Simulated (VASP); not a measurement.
Set up this calculation in VASP 6.6.1, as the native input.

* Task: single point
* Functional: HF
* Potentials or basis: VASP PAW PBE potentials, release 64 (K_sv, F)
* Cutoff: 520 eV
* k mesh: 4 × 4 × 4
* Occupations: gaussian, width 0.05 eV
* Spin: no spin polarisation
* Dipole correction: no
* Grid for exact exchange (PRECFOCK): Normal
* Further INCAR settings: ALGO = Normal; EDIFF = 1e-06; NBANDS = 15
* Share of exact exchange: 1

KF:

```
K F
1.0
     0.00000    2.67350    2.67350
     2.67350    0.00000    2.67350
     2.67350    2.67350    0.00000
K F
1 1
Cartesian
  0.0000 0.0000 0.0000
  2.6735 2.6735 2.6735
```

These files were run (other wordings do the same):

POSCAR

```
KF
1.0
    0.0000000000      2.6734993184      2.6734993184
    2.6734993184      0.0000000000      2.6734993184
    2.6734993184      2.6734993184      0.0000000000
K F
1 1
Direct
    0.0000000000      0.0000000000      0.0000000000
    0.5000000000      0.5000000000      0.5000000000
```

INCAR.step1

```
SYSTEM = KF
PREC = Accurate
ENCUT = 520
EDIFF = 1E-5
ISMEAR = 0
SIGMA = 0.05
LREAL = .False.
LASPH = .True.
NELM = 80
ALGO = Normal
ISIF = 2
LWAVE = .True.
LCHARG = .False.
GGA = PE
NBANDS = 15
```

INCAR.step2

```
SYSTEM = KF
PREC = Accurate
ENCUT = 520
EDIFF = 1E-6
ISMEAR = 0
SIGMA = 0.05
LREAL = .False.
LASPH = .True.
NELM = 80
ALGO = Normal
ISIF = 2
LWAVE = .False.
LCHARG = .False.
GGA = PE
LHFCALC = .True.
AEXX = 1.0
ALDAC = 0.0
AGGAC = 0.0
PRECFOCK = Normal
ISTART = 1
NBANDS = 15
```

KPOINTS

```
regular mesh
0
Gamma
  4 4 4
  0 0 0
```

Potentials or basis: VASP PAW PBE potentials, release 64 (K_sv, F).

The run is started by

```sh
$ cat potpaw_PBE.64/K_sv/POTCAR potpaw_PBE.64/F/POTCAR > POTCAR
$ cp INCAR.step1 INCAR
$ mpirun -np 1 vasp_std > vasp.out
$ cp INCAR.step2 INCAR
$ mpirun -np 1 vasp_std > vasp.out
```

It gave:

```
Pressure               : 1.6 GPa
Band gap on the k mesh : 17.48 eV
```

Caveat: the k points lie up to 0.51 Å⁻¹ apart; the PAW data sets were made with another functional, which shifts forces and pressure a little.

Run time: 8.5 min on 1 thread of AMD EPYC 7R43 64-Core Processor (Zen 3), with other jobs on the host, peak memory 0.13 GiB.
